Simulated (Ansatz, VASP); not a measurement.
# Ge: VASP beside Ansatz

The input INCAR:

```
PREC     = Accurate       # precision mode
ENCUT    = 520            # plane-wave cutoff, eV
EDIFF    = 1E-6           # SCF threshold, eV
ISMEAR   = -1             # smearing method
SIGMA    = 0.1            # smearing width, eV
LREAL    = F              # projectors in reciprocal space
LASPH    = T              # aspherical terms in the spheres
NELM     = 100            # most SCF steps
ALGO     = Normal         # electronic algorithm
ISIF     = 2              # what is computed and relaxed
LWAVE    = F              # write WAVECAR
LCHARG   = F              # write CHGCAR
GGA      = RE             # functional
NBANDS   = 13             # bands
```

Contents of KPOINTS:

```
Automatic mesh
0
Gamma
  13 13 13
```

Contents of POSCAR:

```
Ge
1.0
    2.6161531110      0.0000000000      0.0000000000
    0.0000000000      2.6161531110      0.0000000000
    0.0000000000      0.0000000000      2.6161531110
Ge
1
Direct
    0.0000000000      0.0000000000      0.0000000000
```

Input for Ansatz:

```yaml
crystal:
  lattice:
    - [2.616153111, 0.0, 0.0]
    - [0.0, 2.616153111, 0.0]
    - [0.0, 0.0, 2.616153111]
  atoms:
    - { symbol: Ge, position: [0.0, 0.0, 0.0] }
hamiltonian:
  xc: revpbe
  pseudopotentials:
    kind: paw
    azcp:
      Ge: "pseudopotentials/Ge.paw.azcp"
basis:
  ecutwfc: 420
  fft_grid_basis: typed
kpoints:
  mp_grid: { grid: [13, 13, 13], shift: [0, 0, 0] }
magnetization:
  spin_polarized: false
scf:
  occupations: { method: fermi_dirac, width: 0.1 }
  lower_state_search: "off"
output:
  stress: true
```

Alike in both runs: task single point; functional revPBE; k mesh 13 × 13 × 13; occupations fermi-dirac, width 0.1 eV; no spin polarisation.

|  | VASP | Ansatz |
| --- | --- | --- |
| version | VASP 6.6.1 | Ansatz 0.2.0 |
| potentials or method | VASP PAW PBE potentials, release 64 (Ge_d), cutoff 520 eV | plane waves (420 eV) with PAW, scalar-relativistic |
| valence electrons in the cell | 14 | 14 |

Ansatz gave:

```
pressure (GPa) : 10.9
```

Task: What did VASP give for the same quantities?

Result: Pressure (GPa): 10.7.

VASP's potentials were made for PBE, not for revPBE.
